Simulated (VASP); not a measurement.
# BN (P6_3/mmc) in VASP: a series of runs, part 2 of 2

VASP 6.6.1. Earlier steps stand in the parts before.

## 4. Single point, PBEsol (volume 8.401 Å^3 an atom, c/a of the conventional cell 2.6771)

INCAR reads:

```
PREC = Accurate
ENCUT = 520
EDIFF = 1E-6
ISMEAR = 0
SIGMA = 0.05
LREAL = False
LASPH = True
NELM = 60
ALGO = Normal
ISIF = 2
LWAVE = False
LCHARG = False
GGA = PS
NBANDS = 16
```

KPOINTS reads:

```
Automatic mesh
0
Gamma
  12 12 4
```

POSCAR reads:

```
BN
1.0
    2.4381771121      0.0000000000      0.0000000000
   -1.2190885561      2.1115233180      0.0000000000
    0.0000000000      0.0000000000      6.5272439467
B N
2 2
Direct
    0.3333333333      0.6666666667      0.2500000000
    0.6666666667      0.3333333333      0.7500000000
    0.3333333333      0.6666666667      0.7500000000
    0.6666666667      0.3333333333      0.2500000000
```

Potentials or basis: VASP PAW PBE potentials, release 64 (B, N).

The run is started by

```sh
> cat potpaw_PBE.64/B/POTCAR potpaw_PBE.64/N/POTCAR > POTCAR
> mpirun -np 1 vasp_std > vasp.out
```

OUTCAR:

```text
PREC = Accurate
   ENCUT = 520
   EDIFF = 1E-6
   ISMEAR = 0
   LREAL = False
   LASPH = True
   NELM = 60
   ISIF = 2
   GGA = PS

 ion  position               nearest neighbor table
   1  0.333  0.667  0.250-   4 1.41   4 1.41   4 1.41
   2  0.667  0.333  0.750-   3 1.41   3 1.41   3 1.41
   3  0.333  0.667  0.750-   2 1.41   2 1.41   2 1.41
   4  0.667  0.333  0.250-   1 1.41   1 1.41   1 1.41

  LATTYP: Found a hexagonal cell.
 ALAT       =     2.4381771121
 C/A-ratio  =     2.6771000000

  Lattice vectors:

 A1 = (   2.4381771121,   0.0000000000,   0.0000000000)
 A2 = (  -1.2190885561,   2.1115233180,   0.0000000000)
 A3 = (   0.0000000000,   0.0000000000,   6.5272439467)

Analysis of symmetry for initial positions (statically):
=====================================================================
 Subroutine PRICEL returns:
 Original cell was already a primitive cell.

 Routine SETGRP: Setting up the symmetry group for a
 hexagonal supercell.

 Subroutine GETGRP returns: Found 24 space group operations
 (whereof 12 operations were pure point group operations)
 out of a pool of 24 trial point group operations.

The static configuration has the point symmetry D_3d.
 The point group associated with its full space group is D_6h.

Analysis of symmetry for dynamics (positions and initial velocities):
=====================================================================
 Subroutine PRICEL returns:
 Original cell was already a primitive cell.

 Routine SETGRP: Setting up the symmetry group for a
 hexagonal supercell.

 Subroutine GETGRP returns: Found 24 space group operations
 (whereof 12 operations were pure point group operations)
 out of a pool of 24 trial point group operations.

[... 115 lines left out ...]
   PSTRESS=    0.0 pullay stress
   NELECT =      16.0000    total number of electrons
   NUPDOWN=      -1.0000    fix difference up-down
   EMIN   =  10.00;   EMAX   =-10.00  energy-range for DOS
   EFERMI =   0.00;   METHOD = LEGACY
   ISMEAR =     0;   SIGMA  =   0.05  broadening in eV -4-tet -1-fermi 0-gaus
   EFERMI_NEDOS =   21; number of points for ismear=-14 and -15
   IALGO  =     38    algorithm
   IMIX   =      4    mixing-type and parameters
     AMIX     =   0.40;   BMIX     =  1.00
     AMIX_MAG =   1.60;   BMIX_MAG =  1.00
  volume/ion in A,a.u.               =       8.40        56.69
  Fermi-wavevector in a.u.,A,eV,Ry     =   1.278354  2.415739 22.234494  1.634189
  Thomas-Fermi vector in A             =   2.410902
   LORBIT       =      0    0 simple, 1 ext, 2 COOP (PROOUT), +10 PAW based schemes
   GGA     = PS    functional components
   LHFCALC =     F    Hartree Fock is set to
   AEXX    =    0.0000 exact exchange contribution
   IVDW    =     0    specifies the selected vdW correction
   LEPSILON=     F    determine dielectric tensor
   LRPA    =     F    only Hartree local field effects (RPA)
 non-spin polarized calculation
 Gauss-broadening in eV      SIGMA  =   0.05
  energy-cutoff  :      520.00
  volume of cell :       33.60
 maximum number of plane-waves:       924
   NGX =  9   NGY =  9   NGZ = 25

 number of electron      16.0000003 magnetization

 Free energy of the ion-electron system (eV)
  ---------------------------------------------------
  ext. energy  EPLUGINS =         0.00000000
  ---------------------------------------------------
  free energy    TOTEN  =       -36.36921180 eV

  energy without entropy =      -36.36921180  energy(sigma->0) =      -36.36921180

 E-fermi :   2.9154     XC(G=0): -10.5852

 val. band max:        2.6803426700   @ k =   0.3333   0.3333   0.5000
 cond. band min:       6.9406064482   @ k =   0.5000   0.0000   0.0000
 fundamental gap:      4.2602637782
 Fermi energy:         2.9153524210

 k-point     1 :       0.0000    0.0000    0.0000
  band No.  band energies     occupation
      1     -15.5790      2.00000
      2     -15.2421      2.00000
      3      -4.0990      2.00000
      4      -1.7924      2.00000
      5       1.4783      2.00000
      6       1.4783      2.00000
[... 433 lines left out ...]
      3      -4.3722      2.00000
      4      -4.3076      2.00000
      5      -0.9665      2.00000
      6      -0.9205      2.00000
[... 8 lines left out ...]
     15      20.2620      0.00000
     16      22.4915      0.00000

 [... further k-points ...]
[... 5 lines left out ...]
  --------------------------------------------------------------------------------------
  -------------------------------------------------------------------------------------
  Total        7.0863618      7.0863618      0.2873807     -0.0000000     -0.0000000      0.0000000
  in kB      337.8647845    337.8647845     13.7017865     -0.0000000     -0.0000000      0.0000000
  external PRESSURE =     229.8104518 kB  Pullay stress =       0.0000000 kB

 VOLUME and BASIS-vectors are now :
 -----------------------------------------------------------------------------
  energy-cutoff  :      520.00
  volume of cell :       33.60
      direct lattice vectors                 reciprocal lattice vectors
     2.438177112  0.000000000  0.000000000     0.410142477  0.236795869  0.000000000
    -1.219088556  2.111523318  0.000000000     0.000000000  0.473591739  0.000000000
     0.000000000  0.000000000  6.527243947     0.000000000  0.000000000  0.153204018

 POSITION                                       TOTAL-FORCE (eV/Angst)
 -----------------------------------------------------------------------------------
     -0.00000      1.40768      1.63181         0.000000     -0.000000      0.000000
      1.21909      0.70384      4.89543        -0.000000      0.000000      0.000000
     -0.00000      1.40768      4.89543         0.000000     -0.000000      0.000000
      1.21909      0.70384      1.63181         0.000000      0.000000      0.000000
 -----------------------------------------------------------------------------------
    total drift:                               -0.000000      0.000000      0.000000

  FREE ENERGIE OF THE ION-ELECTRON SYSTEM (eV)
  ---------------------------------------------------
  free  energy   TOTEN  =       -36.3692118002 eV

  energy  without entropy=      -36.3692118002  energy(sigma->0) =      -36.36921180
```

OSZICAR:

```text
N       E                     dE             d eps       ncg     rms          rms(c)
DAV:   1     0.453662310302E+02    0.45366E+02   -0.81584E+03  1832   0.934E+02
DAV:   2    -0.374506110926E+02   -0.82817E+02   -0.75552E+02  2520   0.225E+02
DAV:   3    -0.403524510321E+02   -0.29018E+01   -0.28917E+01  2288   0.414E+01
DAV:   4    -0.403687420177E+02   -0.16291E-01   -0.16289E-01  2352   0.342E+00
DAV:   5    -0.403688829502E+02   -0.14093E-03   -0.14093E-03  2312   0.300E-01    0.118E+01
DAV:   6    -0.368559163108E+02    0.35130E+01   -0.50791E+00  2344   0.174E+01    0.547E+00
DAV:   7    -0.364631454300E+02    0.39277E+00   -0.67298E-01  2384   0.597E+00    0.326E+00
DAV:   8    -0.363727630340E+02    0.90382E-01   -0.22547E-01  2272   0.329E+00    0.461E-01
DAV:   9    -0.363685770992E+02    0.41859E-02   -0.14533E-02  2032   0.990E-01    0.201E-01
DAV:  10    -0.363691377393E+02   -0.56064E-03   -0.95329E-04  2136   0.243E-01    0.284E-02
DAV:  11    -0.363692018289E+02   -0.64090E-04   -0.58561E-05  2120   0.599E-02    0.226E-02
DAV:  12    -0.363692117676E+02   -0.99388E-05   -0.19141E-05  2016   0.297E-02    0.173E-03
DAV:  13    -0.363692118002E+02   -0.32595E-07   -0.42054E-07  1984   0.543E-03
   1 F= -.36369212E+02 E0= -.36369212E+02  d E =-.709361E-13
```

It took 16 s on 1 thread of AMD EPYC 9R45 (Zen 5), shared host; peak memory 0.12 GiB.

Results:

- Free energy: -36.3692 eV
- Pressure: 23.0 GPa
- Band gap on the k mesh: 4.26 eV, indirect (least direct gap 4.74 eV)

Caveat: the PAW data sets were made with another functional, which shifts forces and pressure a little; this functional lacks dispersion, which binds the layers, so the pressure and a relaxed spacing across them are unreliable.

## 5. Single point, PBEsol (volume 8.401 Å^3 an atom, c/a of the conventional cell 2.5510)

INCAR reads:

```
SYSTEM = BN
  PREC = Accurate
  ENCUT = 520
  EDIFF = 1E-6
  ISMEAR = 0
  SIGMA = 0.05
  LREAL = .False.
  LASPH = .True.
  NELM = 60
  ALGO = Normal
  ISIF = 2
  LWAVE = .False.
  LCHARG = .False.
  GGA = PS
  NBANDS = 16
```

KPOINTS reads:

```
Automatic mesh
0
Gamma
  12 12 4
  0 0 0
```

POSCAR reads:

```
BN
1.0
    2.4777070805      0.0000000000      0.0000000000
   -1.2388535403      2.1457572748      0.0000000000
    0.0000000000      0.0000000000      6.3206307624
B N
2 2
Direct
    0.3333333333      0.6666666667      0.2500000000
    0.6666666667      0.3333333333      0.7500000000
    0.3333333333      0.6666666667      0.7500000000
    0.6666666667      0.3333333333      0.2500000000
```

The run is started by

```sh
> cat potpaw_PBE.64/B/POTCAR potpaw_PBE.64/N/POTCAR > POTCAR
> mpirun -np 1 vasp_std > vasp.out
```

It took 15 s on 1 thread of AMD EPYC 9R45 (Zen 5), shared host; peak memory 0.12 GiB.

Results (log left out):

```yaml
Free_energy: -36.5150 eV
Pressure: 9.8 GPa
Band_gap_on_the_k_mesh: 4.10 eV, indirect (least direct gap 4.49 eV)
```

Stress tensor (GPa, compression positive):
```
13.51  0.00  0.00
 0.00 13.51  0.00
 0.00  0.00  2.44
```

Levels at points of the mesh, in eV from the valence-band top:
```
           k point  band 5  band 6  band 7  band 8  band 9  band 10  band 11  band 12
(0.00, 0.00, 0.00)   -1.31   -1.31   -1.26   -1.26    5.35    10.86    11.70    11.70
(0.50, 0.00, 0.00)   -4.24   -4.14   -1.71   -0.39    4.10     5.86     9.75    10.14
(0.00, 0.00, 0.50)   -1.28   -1.28   -1.28   -1.28    8.08     8.08    11.79    11.79
(0.50, 0.00, 0.50)   -4.19   -4.19   -1.01   -1.01    4.64     4.64    10.18    10.18
```

Caveat: the PAW data sets were made with another functional, which shifts forces and pressure a little; this functional lacks dispersion, which binds the layers, so the pressure and a relaxed spacing across them are unreliable. A k mesh can miss the band edges.

## 6. Overview

```tsv
cell	gap on the mesh (eV)	pressure (GPa)
a = 2.399, b = 2.399, c = 6.741 Å, angles 90.0, 90.0, 120.0°, 4 atoms	4.39	37.3
a = 2.361, b = 2.361, c = 6.961 Å, angles 90.0, 90.0, 120.0°, 4 atoms	4.52	52.7
a = 2.438, b = 2.438, c = 6.527 Å, angles 90.0, 90.0, 120.0°, 4 atoms	4.26	23.0
a = 2.478, b = 2.478, c = 6.321 Å, angles 90.0, 90.0, 120.0°, 4 atoms	4.10	9.8
```

Alike in all rows: task single point; level PBEsol; potentials or basis VASP PAW PBE potentials, release 64 (B, N); no spin polarisation; k mesh 12 × 12 × 4; cutoff (eV) 520; smearing gaussian 0.05 eV.

Caveats: the PAW data sets were made with another functional, which shifts forces and pressure a little; this functional lacks dispersion, which binds the layers, so the pressure and a relaxed spacing across them are unreliable.

Total energies depend on the potentials used, so only differences within one code and one set of settings carry meaning.
